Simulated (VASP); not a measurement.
# Cu (Cmcm) in VASP: further runs

Cu is run at these levels: PBEsol; tasks: single point.

Everything below comes from runs of VASP 6.6.1. Logs are shortened: lines on timing, memory, paths and dates and some standing lists are left out, and cuts for length are marked.

## (1) The cell of the first run

Symmetry: Cmcm, No. 63, orthorhombic system. The conventional cell has a = 2.307 Å, b = 7.571 Å, c = 2.363 Å, α = 90.00°, β = 90.00°, γ = 90.00°. Cu (site symmetry m2m) has 10 Cu at 2.31 to 2.43 Å within 3.0 Å.

## (2) Single point, PBEsol

Contents of INCAR:

```
SYSTEM = Cu
PREC = Accurate
ENCUT = 520
EDIFF = 1E-6
ISMEAR = -1
SIGMA = 0.05
LREAL = .False.
LASPH = .True.
NELM = 100
ALGO = Normal
ISIF = 2
LWAVE = .False.
LCHARG = .True.
GGA = PS
LELF = .True.
LVHAR = .True.
NBANDS = 18
```

Contents of KPOINTS:

```
Automatic mesh
0
Gamma
  11 11 11
  0 0 0
```

Contents of POSCAR:

```
Cu
1.0
    1.1536375350     -3.7853387199      0.0000000000
    1.1536375350      3.7853387199      0.0000000000
    0.0000000000      0.0000000000      2.3631849549
Cu
2
Direct
    0.8673701650      0.1326298350      0.7500000000
    0.1326298350      0.8673701650      0.2500000000
```

Potentials or basis: VASP PAW PBE potentials, release 64 (Cu).

Launch:

```sh
$ cat potpaw_PBE.64/Cu/POTCAR > POTCAR
$ mpirun -np 1 vasp_std > vasp.out
```

OUTCAR:

```text
SYSTEM = Cu
   PREC = Accurate
   ENCUT = 520
   EDIFF = 1E-6
   ISMEAR = -1
   LREAL = .False.
   LASPH = .True.
   NELM = 100
   ISIF = 2
   GGA = PS

 ion  position               nearest neighbor table
   1  0.867  0.133  0.750-   2 2.33   2 2.33   2 2.43   2 2.43   2 2.43   2 2.43
   2  0.133  0.867  0.250-   1 2.33   1 2.33   1 2.43   1 2.43   1 2.43   1 2.43

  LATTYP: Found a base centered orthorhombic cell.
 ALAT       =     2.3072750700
 B/A-ratio  =     3.2812201450
 C/A-ratio  =     1.0242319980

  Lattice vectors:

 A1 = (   1.1536375350,  -3.7853387199,   0.0000000000)
 A2 = (   1.1536375350,   3.7853387199,   0.0000000000)
 A3 = (   0.0000000000,   0.0000000000,   2.3631849549)

Analysis of symmetry for initial positions (statically):
=====================================================================
 Subroutine PRICEL returns:
 Original cell was already a primitive cell.

 Routine SETGRP: Setting up the symmetry group for a
 base centered orthorhombic supercell.

 Subroutine GETGRP returns: Found  8 space group operations
 (whereof  4 operations were pure point group operations)
 out of a pool of  8 trial point group operations.

The static configuration has the point symmetry C_2h.
 The point group associated with its full space group is D_2h.

Analysis of symmetry for dynamics (positions and initial velocities):
=====================================================================
 Subroutine PRICEL returns:
 Original cell was already a primitive cell.

 Routine SETGRP: Setting up the symmetry group for a
 base centered orthorhombic supercell.

 Subroutine GETGRP returns: Found  8 space group operations
 (whereof  4 operations were pure point group operations)
 out of a pool of  8 trial point group operations.

The dynamic configuration has the point symmetry C_2h.
 The point group associated with its full space group is D_2h.

 Subroutine INISYM returns: Found  8 space group operations
 (whereof  4 operations are pure point group operations),
 and found     1 'primitive' translations

----------------------------------------------------------------------------------------

                                     Primitive cell

  volume of cell :      20.6396

  direct lattice vectors                    reciprocal lattice vectors
     1.153637535 -3.785338720  0.000000000     0.433411695 -0.132088576  0.000000000
     1.153637535  3.785338720  0.000000000     0.433411695  0.132088576  0.000000000
[... 83 lines left out ...]
   ENCUT  =  520.0 eV  38.22 Ry    6.18 a.u.   7.36  7.36  4.39*2*pi/ulx,y,z
   NELM   =    100;   NELMIN=  2; NELMDL= -5     # of ELM steps
   EDIFF  = 0.1E-05   stopping-criterion for ELM
   LREAL  =      F    real-space projection
   EDIFFG = 0.1E-04   stopping-criterion for IOM
   NSW    =      0    number of steps for IOM
   IBRION =     -1    ionic relax: 0-MD 1-quasi-New 2-CG
   NFREE  =      0    steps in history (QN), initial steepest desc. (CG)
   ISIF   =      2    stress and relaxation
   ISYM   =      2    0-nonsym 1-usesym 2-fastsym
   POTIM  = 0.5000    time-step for ionic-motion
   TEBEG  =    0.0;   TEEND  =   0.0 temperature during run
   PSTRESS=    0.0 pullay stress
   NELECT =      22.0000    total number of electrons
   NUPDOWN=      -1.0000    fix difference up-down
   EMIN   =  10.00;   EMAX   =-10.00  energy-range for DOS
   EFERMI =   0.00;   METHOD = LEGACY
   ISMEAR =    -1;   SIGMA  =   0.05  broadening in eV -4-tet -1-fermi 0-gaus
   EFERMI_NEDOS =   21; number of points for ismear=-14 and -15
   IALGO  =     38    algorithm
   IMIX   =      4    mixing-type and parameters
     AMIX     =   0.40;   BMIX     =  1.00
     AMIX_MAG =   1.60;   BMIX_MAG =  1.00
  volume/ion in A,a.u.               =      10.32        69.64
  Fermi-wavevector in a.u.,A,eV,Ry     =   1.672304  3.160195 38.050042  2.796599
  Thomas-Fermi vector in A             =   2.757474
   LORBIT       =      0    0 simple, 1 ext, 2 COOP (PROOUT), +10 PAW based schemes
   GGA     = PS    functional components
   LHFCALC =     F    Hartree Fock is set to
   AEXX    =    0.0000 exact exchange contribution
   IVDW    =     0    specifies the selected vdW correction
   LEPSILON=     F    determine dielectric tensor
   LRPA    =     F    only Hartree local field effects (RPA)
 non-spin polarized calculation
  energy-cutoff  :      520.00
  volume of cell :       20.64
 maximum number of plane-waves:       573
 NGX is ok and might be reduce to    30
   NGX = 15   NGY = 15   NGZ =  9

 number of electron      22.0000006 magnetization

 Free energy of the ion-electron system (eV)
  ---------------------------------------------------
  ext. energy  EPLUGINS =         0.00000000
  ---------------------------------------------------
  free energy    TOTEN  =        -8.03896131 eV

  energy without entropy =       -8.03574828  energy(sigma->0) =       -8.03735480

 E-fermi :   9.2021     XC(G=0): -13.6816

 val. band max:        9.1897655843   @ k =   0.4545   0.1818   0.0000
 cond. band min:       9.2641284094   @ k =  -0.0909   0.0909   0.0909
 fundamental gap:      0.0743628251
 Fermi energy:         9.2021065240

 k-point     1 :       0.0000    0.0000    0.0000
  band No.  band energies     occupation
      1      -1.2651      2.00000
      2       3.2928      2.00000
      3       4.2193      2.00000
      4       4.7658      2.00000
      5       5.6569      2.00000
      6       6.0356      2.00000
[... 481 lines left out ...]
      5       5.7940      2.00000
      6       5.8795      2.00000
[... 10 lines left out ...]
     17      32.5953      0.00000
     18      32.9008      0.00000

 [... further k-points ...]

------------------------ aborting loop because EDIFF is reached ----------------------------------------

  FORCE on cell =-STRESS in cart. coord.  units (eV):
  Direction    XX          YY          ZZ          XY          YZ          ZX
  --------------------------------------------------------------------------------------
  -------------------------------------------------------------------------------------
  Total        3.9493210      3.9657938      3.9715518      0.0000000     -0.0000000      0.0000000
  in kB      306.5710814    307.8498026    308.2967745      0.0000000     -0.0000000      0.0000000
  external PRESSURE =     307.5725528 kB  Pullay stress =       0.0000000 kB

 VOLUME and BASIS-vectors are now :
 -----------------------------------------------------------------------------
  energy-cutoff  :      520.00
  volume of cell :       20.64
      direct lattice vectors                 reciprocal lattice vectors
     1.153637535 -3.785338720  0.000000000     0.433411695 -0.132088576  0.000000000
     1.153637535  3.785338720  0.000000000     0.433411695  0.132088576  0.000000000
     0.000000000  0.000000000  2.363184955     0.000000000  0.000000000  0.423157738

 POSITION                                       TOTAL-FORCE (eV/Angst)
 -----------------------------------------------------------------------------------
      1.15364     -2.78124      1.77239         0.000000     -0.005857      0.000000
      1.15364      2.78124      0.59080         0.000000      0.005857      0.000000
 -----------------------------------------------------------------------------------
    total drift:                                0.000000     -0.000000     -0.000000

  FREE ENERGIE OF THE ION-ELECTRON SYSTEM (eV)
  ---------------------------------------------------
  free  energy   TOTEN  =        -8.0389613059 eV

  energy  without entropy=       -8.0357482850  energy(sigma->0) =       -8.03735480
```

OSZICAR:

```text
N       E                     dE             d eps       ncg     rms          rms(c)
DAV:   1     0.117440501116E+03    0.11744E+03   -0.10435E+04  8560   0.226E+03
DAV:   2    -0.398638625341E+01   -0.12143E+03   -0.11521E+03  7804   0.292E+02
DAV:   3    -0.100999459787E+02   -0.61136E+01   -0.59253E+01  8738   0.865E+01
DAV:   4    -0.101610507937E+02   -0.61105E-01   -0.61067E-01  9158   0.925E+00
DAV:   5    -0.101618662200E+02   -0.81543E-03   -0.81539E-03  9426   0.954E-01    0.118E+01
DAV:   6    -0.864681061418E+01    0.15151E+01   -0.11245E+01  8392   0.991E+01    0.457E+00
DAV:   7    -0.807544204359E+01    0.57137E+00   -0.19030E+00  8616   0.376E+01    0.947E-01
DAV:   8    -0.804342561609E+01    0.32016E-01   -0.18679E-02  9348   0.157E+00    0.467E-01
DAV:   9    -0.803907835471E+01    0.43473E-02   -0.36417E-03 10722   0.172E+00    0.545E-02
DAV:  10    -0.803895911080E+01    0.11924E-03   -0.23936E-04 11864   0.168E-01    0.768E-03
DAV:  11    -0.803896131562E+01   -0.22048E-05   -0.66802E-06 10442   0.408E-02    0.253E-03
DAV:  12    -0.803896130589E+01    0.97298E-08   -0.89990E-08  4902   0.651E-03
   1 F= -.80389613E+01 E0= -.80373548E+01  d E =-.321302E-02
```

Wall time 99 s (1 thread of AMD EPYC 7R13, shared host); peak memory 0.16 GiB.

What came out:

| Property | Result |
| --- | --- |
| Free energy | -8.0390 eV |
| Pressure | 30.8 GPa |
| Largest force | 0.006 eV/Å |
| Band gap on the k mesh | zero (bands 11 and 12 overlap by 5.87 eV) |

Forces on the atoms (eV/Å):
```
Cu   0.000 -0.006  0.000
Cu   0.000  0.006  0.000
```

Stress tensor (GPa, compression positive):
```
30.66  0.00  0.00
 0.00 30.78  0.00
 0.00  0.00 30.83
```

Levels at points of the mesh, in eV from the Fermi level:
```
           k point  band 8  band 9  band 10  band 11  band 12  band 13  band 14  band 15
(0.00, 0.00, 0.00)   -2.27   -1.99    -1.84    -1.52    -0.45     5.69    15.90    20.55
```

Caveat: the cell stands under pressure; the PAW data sets were made with another functional, which shifts forces and pressure a little.

## (3) Single point, PBEsol

This run uses another cell than the first one, of 10.71 Å³/atom.

Contents of INCAR:

```
  PREC = Accurate
  ENCUT = 520
  EDIFF = 1E-6
  ISMEAR = -1
  SIGMA = 0.05
  LREAL = F
  LASPH = T
  NELM = 80
  ALGO = Normal
  ISIF = 2
  LWAVE = F
  LCHARG = F
  GGA = PS
  NBANDS = 18
```

Contents of KPOINTS:

```
Automatic mesh
0
Gamma
  11 11 11
```

Contents of POSCAR:

```
Cu
1.0
    1.1696965196     -3.8281021240      0.0000000000
    1.1696965196      3.8281021240      0.0000000000
    0.0000000000      0.0000000000      2.3928577096
Cu
2
Direct
    0.8670952931      0.1329047069      0.7500000000
    0.1329047069      0.8670952931      0.2500000000
```

Potentials or basis: VASP PAW PBE potentials, release 64 (Cu).

Launch:

```sh
$ cat potpaw_PBE.64/Cu/POTCAR > POTCAR
$ mpirun -np 1 vasp_std > vasp.out
```

Run time: 1.9 min. Hardware: 1 thread of AMD EPYC 7R13, shared host; peak memory 0.16 GiB.

The run converged. Its results:

| Quantity | Value |
| --- | --- |
| Free energy | -8.1653 eV |
| Pressure | 20.7 GPa |
| Largest force | 0.005 eV/Å |
| Band gap on the k mesh | zero (bands 11 and 12 overlap by 5.74 eV) |

Forces in eV/Å, atoms in the order of the input:
```
Cu   0.000 -0.005  0.000
Cu   0.000  0.005  0.000
```

Stress tensor (GPa, compression positive):
```
20.62  0.00  0.00
 0.00 20.77  0.00
 0.00  0.00 20.76
```

Levels at points of the mesh, in eV from the Fermi level:
| k point | band 7 | band 8 | band 9 | band 10 | band 11 | band 12 | band 13 | band 14 | band 15 | band 16 |
| --- | --- | --- | --- | --- | --- | --- | --- | --- | --- | --- |
| (0.00, 0.00, 0.00) | -2.53 | -2.21 | -1.95 | -1.80 | -1.50 | -0.34 | 5.47 | 15.55 | 19.98 | 20.77 |

Caveat: the cell stands under pressure; the PAW data sets were made with another functional, which shifts forces and pressure a little.

## (4) Single point, PBEsol

This run uses another cell than the first one, of 11.21 Å³/atom.

Contents of INCAR:

```
SYSTEM = Cu
ALGO = Normal
EDIFF = 1E-6
ENCUT = 520
GGA = PS
ISIF = 2
ISMEAR = -1
LASPH = .TRUE.
LCHARG = .FALSE.
LREAL = .FALSE.
LWAVE = .FALSE.
NBANDS = 18
NELM = 100
PREC = Accurate
SIGMA = 0.05
```

Contents of KPOINTS:

```
k-points
0
G
  11 11 11
  0 0 0
```

Contents of POSCAR:

```
Cu
1.0
    1.1895134661     -3.8801315368      0.0000000000
    1.1895134661      3.8801315368      0.0000000000
    0.0000000000      0.0000000000      2.4286478160
Cu
2
Direct
    0.8667141180      0.1332858820      0.7500000000
    0.1332858820      0.8667141180      0.2500000000
```

Launch:

```sh
$ cat potpaw_PBE.64/Cu/POTCAR > POTCAR
$ mpirun -np 1 vasp_std > vasp.out
```

Wall time 99 s (1 thread of AMD EPYC 7R13, shared host); peak memory 0.17 GiB.

The run converged. Its results:

```yaml
Free_energy: -8.2614 eV
Pressure: 10.7 GPa
Largest_force: 0.004 eV/Å
Band_gap_on_the_k_mesh: zero (bands 11 and 12 overlap by 5.59 eV)
```

Forces on the atoms (eV/Å):
```
Cu   0.000 -0.004  0.000
Cu   0.000  0.004  0.000
```

Stress tensor (GPa, compression positive):
```
10.61  0.00  0.00
 0.00 10.77  0.00
 0.00  0.00 10.73
```

Levels at points of the mesh, in eV from the Fermi level:
| k point | band 8 | band 9 | band 10 | band 11 | band 12 | band 13 | band 14 | band 15 |
| --- | --- | --- | --- | --- | --- | --- | --- | --- |
| (0.00, 0.00, 0.00) | -2.14 | -1.91 | -1.76 | -1.48 | -0.21 | 5.23 | 15.14 | 19.31 |

Caveat: the cell stands under pressure; the PAW data sets were made with another functional, which shifts forces and pressure a little.

## (5) Single point, PBEsol

This run uses another cell than the first one, of 11.51 Å³/atom.

Contents of INCAR:

```
SYSTEM = Cu
PREC = Accurate
ENCUT = 520
EDIFF = 1E-6
ISMEAR = -1
SIGMA = 0.05
LREAL = .FALSE.
LASPH = .TRUE.
NELM = 100
ALGO = Normal
ISIF = 2
LWAVE = .FALSE.
LCHARG = .FALSE.
GGA = PS
NBANDS = 18
```

Contents of KPOINTS:

```
Automatic mesh
0
G
  11 11 11
  0 0 0
```

Contents of POSCAR:

```
Cu
1.0
    1.2014929743     -3.9108415761      0.0000000000
    1.2014929743      3.9108415761      0.0000000000
    0.0000000000      0.0000000000      2.4497225376
Cu
2
Direct
    0.8664536664      0.1335463336      0.7500000000
    0.1335463336      0.8664536664      0.2500000000
```

Launch:

```sh
$ cat potpaw_PBE.64/Cu/POTCAR > POTCAR
$ mpirun -np 1 vasp_std > vasp.out
```

Run time: 1.8 min. Hardware: 1 thread of AMD EPYC 7R13, shared host; peak memory 0.17 GiB.

It converged, with:

```
Free energy            : -8.2923 eV
Pressure               : 5.7 GPa
Largest force          : 0.004 eV/Å
Band gap on the k mesh : zero (bands 11 and 12 overlap by 5.51 eV)
```

Forces in eV/Å, atoms in the order of the input:
```
Cu   0.000 -0.004  0.000
Cu   0.000  0.004  0.000
```

Stress tensor (GPa, compression positive):
```
5.64 0.00 0.00
0.00 5.80 0.00
0.00 0.00 5.77
```

Levels at points of the mesh, in eV from the Fermi level:
| k point | band 9 | band 10 | band 11 | band 12 | band 13 | band 14 |
| --- | --- | --- | --- | --- | --- | --- |
| (0.00, 0.00, 0.00) | -1.88 | -1.74 | -1.46 | -0.14 | 5.08 | 14.91 |

Caveat: the cell stands under pressure; the PAW data sets were made with another functional, which shifts forces and pressure a little.

## (6) Summary

```csv
cell,gap on the mesh (eV),pressure (GPa)
"a = 3.957, b = 3.957, c = 2.363 Å, angles 90.0, 90.0, 146.1°, 2 atoms, atomic positions A",none,30.8
"a = 4.003, b = 4.003, c = 2.393 Å, angles 90.0, 90.0, 146.0°, 2 atoms, atomic positions A",none,20.7
"a = 4.058, b = 4.058, c = 2.429 Å, angles 90.0, 90.0, 145.9°, 2 atoms, atomic positions A",none,10.7
"a = 4.091, b = 4.091, c = 2.450 Å, angles 90.0, 90.0, 145.8°, 2 atoms, atomic positions B",none,5.7
```

Alike in all rows: task single point; level PBEsol; potentials or basis VASP PAW PBE potentials, release 64 (Cu); no spin polarisation; k mesh 11 × 11 × 11; cutoff (eV) 520; smearing fermi-dirac 0.05 eV.

Caveats: the cell stands under pressure; the PAW data sets were made with another functional, which shifts forces and pressure a little.

Absolute energies hang on the potentials; compare differences alone.
